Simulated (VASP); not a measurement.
Input of a VASP 6.6.1 run:

POSCAR

```
CsH
1.0
    3.7623209038      0.0000000000      0.0000000000
    0.0000000000      3.7623209038      0.0000000000
    0.0000000000      0.0000000000      3.7623209038
Cs H
1 1
Direct
    0.0000000000      0.0000000000      0.0000000000
    0.5000000000      0.5000000000      0.5000000000
```

Contents of INCAR.step1:

```
SYSTEM = CsH
ALGO = Normal
EDIFF = 1E-4
ENCUT = 520
GGA = PE
ISMEAR = -1
LASPH = .TRUE.
LCHARG = .FALSE.
LREAL = .FALSE.
LWAVE = .TRUE.
NBANDS = 12
NELM = 80
PREC = Accurate
SIGMA = 0.03
```

Contents of INCAR.step2:

```
SYSTEM = CsH
ALGO = Normal
BPARAM = 11.95
CPARAM = 0.0093
EDIFF = 1E-6
ENCUT = 520
ISIF = 2
ISMEAR = -1
ISTART = 1
IVDW_NL = 2
LASPH = .TRUE.
LCHARG = .FALSE.
LMIXTAU = .TRUE.
LREAL = .FALSE.
LUSE_VDW = .TRUE.
LWAVE = .FALSE.
METAGGA = R2SCAN
NBANDS = 12
NELM = 80
PREC = Accurate
SIGMA = 0.03
```

KPOINTS

```
k-points
0
G
  8 8 8
  0 0 0
```

Potentials or basis: VASP PAW PBE potentials, release 64 (Cs_sv, H).

Command:

```sh
$ cat potpaw_PBE.64/Cs_sv/POTCAR potpaw_PBE.64/H/POTCAR > POTCAR
$ cp INCAR.step1 INCAR
$ mpirun -np 1 vasp_std > vasp.out
$ cp INCAR.step2 INCAR
$ mpirun -np 1 vasp_std > vasp.out
```

(1) Predict the band gap on the k mesh.

(2) Estimate the pressure.

Answers

(1) 3.09 eV, direct.

(2) 0.1 GPa.

Caveat: the PAW data sets were made with another functional, which shifts forces and pressure a little; spin-orbit coupling is left out, which moves the levels of the heavy elements.
